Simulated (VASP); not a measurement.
Wanted: the native input for a VASP 6.6.1 run.

```yaml
Task: relaxation of cell and atoms
Functional: PBE
Potentials_or_basis: VASP PAW PBE potentials, release 64 (Na_pv, B, N)
Cutoff: 600 eV
k_mesh: 8 × 8 × 8
Occupations: gaussian, width 0.1 eV
Spin: no spin polarisation
Dipole_correction: no
Further_INCAR_settings: ALGO = Normal; EDIFF = 1e-07; IBRION = 2; EDIFFG = -0.01; NSW = 100; ISIF = 3
```

The structure of Na6BN lies in POSCAR:

```
Na6BN
1.0
    0.0000000000      5.0041065479      5.0041065479
    5.0041065479      0.0000000000      5.0041065479
    5.0041065479      5.0041065479      0.0000000000
Na B N
6 1 1
Direct
    0.7349548263      0.2650451737      0.7349548263
    0.2650451737      0.2650451737      0.7349548263
    0.2650451737      0.7349548263      0.2650451737
    0.2650451737      0.7349548263      0.7349548263
    0.7349548263      0.2650451737      0.2650451737
    0.7349548263      0.7349548263      0.2650451737
    0.0000000000      0.0000000000      0.0000000000
    0.5000000000      0.5000000000      0.5000000000
```

The cell was generated, and may not be a known phase.

The input as run:

INCAR

```
SYSTEM = Na6BN
ALGO = Normal
EDIFF = 1E-7
EDIFFG = -0.01
ENCUT = 600
GGA = PE
IBRION = 2
ISIF = 3
ISMEAR = 0
LASPH = .True.
LCHARG = .False.
LREAL = .False.
LWAVE = .False.
NELM = 100
NSW = 100
PREC = Accurate
SIGMA = 0.1
```

KPOINTS

```
k-points
0
Gamma
  8 8 8
  0 0 0
```

Potentials or basis: VASP PAW PBE potentials, release 64 (Na_pv, B, N).

Command:

```console
$ cat potpaw_PBE.64/Na_pv/POTCAR potpaw_PBE.64/B/POTCAR potpaw_PBE.64/N/POTCAR > POTCAR
$ mpirun -np 1 vasp_std > vasp.out
```

It gave:

```json
{"Relaxed volume": "31.57 Å³/atom", "Relaxed cell": "a = 7.095 Å, b = 7.095 Å, c = 7.095 Å, α = 60.00°, β = 60.00°, γ = 60.00°", "Space group after relaxing (to 0.1 Å)": "Fm-3m (No. 225)", "Energy gained by relaxing": "0.1 meV/atom", "Ionic steps": "3", "Pressure after relaxing": "0.0 GPa", "Largest force after relaxing": "0.005 eV/Å", "Band gap on the k mesh": "zero (bands 25 and 26 overlap by 0.22 eV)"}
```

It took 7.6 min on 1 thread of AMD EPYC 9R45 96-Core Processor (Zen 5), on a shared host, peak memory 0.64 GiB.
